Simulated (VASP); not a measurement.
AlCu3, 8 atoms in the cell. The structure is hexagonal, space group P6_3/mmc (No. 194). The conventional cell has a = 5.180 Å, b = 5.180 Å, c = 4.202 Å, α = 90.00°, β = 90.00°, γ = 120.00°. Within 3.4 Å of Al (site symmetry -6m2) lie 12 Cu at 2.59 Å. Within 3.4 Å of Cu (site symmetry mm2) lie 8 Cu at 2.57 to 2.61 Å and 4 Al at 2.59 Å. 

* Program: VASP 6.6.1
* Task: single point
* Functional: PBEsol
* Potentials or basis: VASP PAW PBE potentials, release 64 (Al, Cu)
* Cutoff: 520 eV
* k mesh: 12 × 12 × 8
* Occupations: fermi-dirac, width 0.15 eV
* Spin: no spin polarisation
* Dipole correction: no
* Further INCAR settings: ALGO = Fast; EDIFF = 1e-07; NBANDS = 46

Potentials or basis: VASP PAW PBE potentials, release 64 (Al, Cu).

The run is started by

```bash
$ cat potpaw_PBE.64/Al/POTCAR potpaw_PBE.64/Cu/POTCAR > POTCAR
$ mpirun -np 1 vasp_std > vasp.out
```

Hardware: 1 thread of Intel Xeon 8259CL (shared host).

Q: How long does it take, and how much memory?

A: Wall time 17 min on 1 thread of Intel Xeon 8259CL (shared host), peak memory 0.44 GiB. Counts: scf iterations 20, k points 95.
